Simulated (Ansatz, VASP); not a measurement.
**Two plane-wave programs on Ni**

Contents of POSCAR:

```
Ni
1.0
   -1.3837154700      1.3837154700      1.3837154700
    1.3837154700     -1.3837154700      1.3837154700
    1.3837154700      1.3837154700     -1.3837154700
Ni
1
Direct
    0.0000000000      0.0000000000      0.0000000000
```

INCAR.step1

```
PREC     = Accurate       # precision mode
ENCUT    = 660            # plane-wave cutoff, eV
ISMEAR   = -1             # smearing method
SIGMA    = 0.15           # smearing width, eV
LREAL    = F              # projectors in reciprocal space
LASPH    = T              # aspherical terms in the spheres
NELM     = 200            # most SCF steps
ISPIN    = 2              # spin polarisation
MAGMOM   = 2              # initial moments
LMAXMIX  = 4              # l up to which the mixer works
GGA      = PE             # functional
ALGO     = Normal         # electronic algorithm
EDIFF    = 1E-5           # SCF threshold, eV
LWAVE    = T              # write WAVECAR
LCHARG   = F              # write CHGCAR
GGA_COMPAT= F            
IBRION   = 2              # ionic algorithm
ISIF     = 3              # what is computed and relaxed
EDIFFG   = -0.005         # ionic threshold
NELMIN   = 4            
NSW      = 100            # ionic steps
```

INCAR.step2

```
PREC     = Accurate       # precision mode
ENCUT    = 660            # plane-wave cutoff, eV
EDIFF    = 1E-7           # SCF threshold, eV
ISMEAR   = -1             # smearing method
SIGMA    = 0.15           # smearing width, eV
LREAL    = F              # projectors in reciprocal space
LASPH    = T              # aspherical terms in the spheres
NELM     = 200            # most SCF steps
ALGO     = Normal         # electronic algorithm
ISIF     = 3              # what is computed and relaxed
LWAVE    = F              # write WAVECAR
LCHARG   = F              # write CHGCAR
ISPIN    = 2              # spin polarisation
MAGMOM   = 2              # initial moments
LORBIT   = 11             # projections on sites
LMAXMIX  = 4              # l up to which the mixer works
METAGGA  = R2SCAN         # meta-GGA
LMIXTAU  = T            
IVDW     = 13             # dispersion correction
VDW_S6   = 1.0          
VDW_S8   = 0.6018749    
VDW_A1   = 0.51559235   
VDW_A2   = 5.77342911   
IBRION   = 2              # ionic algorithm
NSW      = 80             # ionic steps
EDIFFG   = -0.02          # ionic threshold
ISTART   = 1            
GGA_COMPAT= F            
NELMIN   = 4
```

KPOINTS

```
regular mesh
0
Gamma
  17 17 17
```

Input for Ansatz:

```yaml
crystal:
  lattice:
    bravais: bcc
    a: 2.76743094
  space_group: 229
  atoms:
    - { symbol: Ni, position: [0.0, 0.0, 0.0] }
  reduce_to_primitive: true
kpoints:
  mp_grid:
    grid: [17, 17, 17]
hamiltonian:
  xc: r2scan
  dispersion: d4
magnetization:
  spin_polarized: true
  per_species:
    Ni: 2.0
scf:
  occupations:
    method: fermi_dirac
    width: 0.15
relax:
  f_tol: 0.02
  cell: {}
```

Alike in both runs: task relaxation of cell and atoms; functional r2SCAN; dispersion D4; k mesh 17 × 17 × 17; occupations fermi-dirac, width 0.15 eV; collinear spin.

|  | VASP | Ansatz |
| --- | --- | --- |
| version | VASP 6.6.1 | Ansatz 0.2.0 |
| potentials or method | VASP PAW PBE potentials, release 64 (Ni) | plane waves, PAW |
| plane-wave cutoff (eV) | 660 | 500 |
| valence electrons in the cell | 10 | 18 |

|  | VASP | Ansatz | Ansatz less VASP |
| --- | --- | --- | --- |
| net moment per atom (μB) | 0.64 | 0.65 | +0.014 |
| size of the moment on the site where the two differ most (μB) | 0.65 | 0.71 | +0.054 |
| relaxed volume (Å³/atom) | 10.53 | 10.52 | -0.012 |
| relaxed cell length with the largest relative difference (Å) | 2.392 | 2.391 | -0.0009 |

VASP's potentials were made for PBE, not for r2SCAN. Site moments also hang on the region over which each program counts them. VASP's potentials hold 10 valence electrons a cell and Ansatz's 18, so a difference there can come from the potentials and not from the codes.
